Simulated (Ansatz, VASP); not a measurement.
## Two plane-wave programs on Cu2H3

```
Cu H
1.0
     2.12422   -2.07115   -0.00741
     2.12422    2.07115   -0.00741
    -1.56081    0.00000    4.25694
Cu H
2 3
Direct
  0.14710 0.20600 0.78208
  0.79400 0.85290 0.21792
  0.35516 0.01359 0.40855
  0.98641 0.64484 0.59145
  0.71855 0.28145 0.00000
```

Change from the starting cell: the structure that the rattled cell fell into.

Alike in both runs: functional PBE; k mesh 14 × 14 × 10; occupations gaussian, width 0.1 eV; no spin polarisation.

Ansatz relaxed the structure, and its values are those at the end. VASP's run is a single point on that final structure, the one shown.

|  | VASP | Ansatz |
| --- | --- | --- |
| version | VASP 6.6.1 | Ansatz 0.2.0 |
| potentials or method | VASP PAW PBE potentials, release 64 (Cu, H), cutoff 520 eV | scalar-relativistic, plane waves, PAW |
| valence electrons in the cell | 25 | 41 |

VASP gave:

* gap on the k mesh at the Fermi level (eV): none
* pressure (GPa): 0.2
* rms of the force components (eV/Å): 0.004

Q: Which values does Ansatz return?

A: gap on the k mesh at the Fermi level (eV): none; pressure (GPa): 0.0; rms of the force components (eV/Å): 0.000.

A gap of «none» marks a metal or a gap that the smearing closes. VASP's potentials hold 25 valence electrons a cell and Ansatz's 41, so a difference there can come from the potentials and not from the codes.
